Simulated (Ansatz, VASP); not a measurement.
## Hf in VASP and in Ansatz

File POSCAR:

```
Hf
1.0
   -1.8391849775      1.8391849775      1.8391849775
    1.8391849775     -1.8391849775      1.8391849775
    1.8391849775      1.8391849775     -1.8391849775
Hf
1
Direct
    0.0000000000      0.0000000000      0.0000000000
```

INCAR.step1

```
PREC = Accurate
ENCUT = 520
ISMEAR = -1
SIGMA = 0.1
LREAL = False
LASPH = True
NELM = 80
NBANDS = 11
GGA = PE
ALGO = Normal
EDIFF = 1E-4
LWAVE = True
LCHARG = False
```

Contents of INCAR.step2:

```
PREC = Accurate
ENCUT = 520
EDIFF = 1E-7
ISMEAR = -1
SIGMA = 0.1
LREAL = False
LASPH = True
NELM = 80
ALGO = Normal
ISIF = 2
LWAVE = False
LCHARG = False
METAGGA = R2SCAN
LMIXTAU = True
NBANDS = 11
ISTART = 1
```

The input KPOINTS:

```
Automatic mesh
0
Gamma
  14 14 14
```

Input for Ansatz:

```yaml
crystal:
  lattice:
    - [-1.8391849775, 1.8391849775, 1.8391849775]
    - [1.8391849775, -1.8391849775, 1.8391849775]
    - [1.8391849775, 1.8391849775, -1.8391849775]
  atoms:
    - { symbol: Hf, position: [0.0, 0.0, 0.0] }
hamiltonian:
  xc: r2scan
  pseudopotentials:
    kind: paw
    azcp:
      Hf: "pseudopotentials/Hf.paw.azcp"
basis:
  ecutwfc: 500
  fft_grid_basis: typed
kpoints:
  mp_grid: { grid: [14, 14, 14], shift: [0, 0, 0] }
magnetization:
  spin_polarized: false
scf:
  occupations: { method: fermi_dirac, width: 0.1 }
  lower_state_search: "off"
output:
  stress: true
```

Alike in both runs: task single point; functional r2SCAN; k mesh 14 × 14 × 14; occupations fermi-dirac, width 0.1 eV; no spin polarisation.

|  | VASP | Ansatz |
| --- | --- | --- |
| version | VASP 6.6.1 | Ansatz 0.2.0 |
| potentials or method | VASP PAW PBE potentials, release 64 (Hf_pv), cutoff 520 eV | plane waves (500 eV) with PAW, scalar-relativistic |
| valence electrons in the cell | 10 | 26 |

Ansatz gave:

- pressure (GPa): -9.5

Problem. Which values does VASP return?

Solution. Pressure (GPa): -10.0.

VASP's potentials were made for PBE, not for r2SCAN. VASP's potentials hold 10 valence electrons a cell and Ansatz's 26, so a difference there can come from the potentials and not from the codes.

Neither program's run includes spin-orbit coupling.
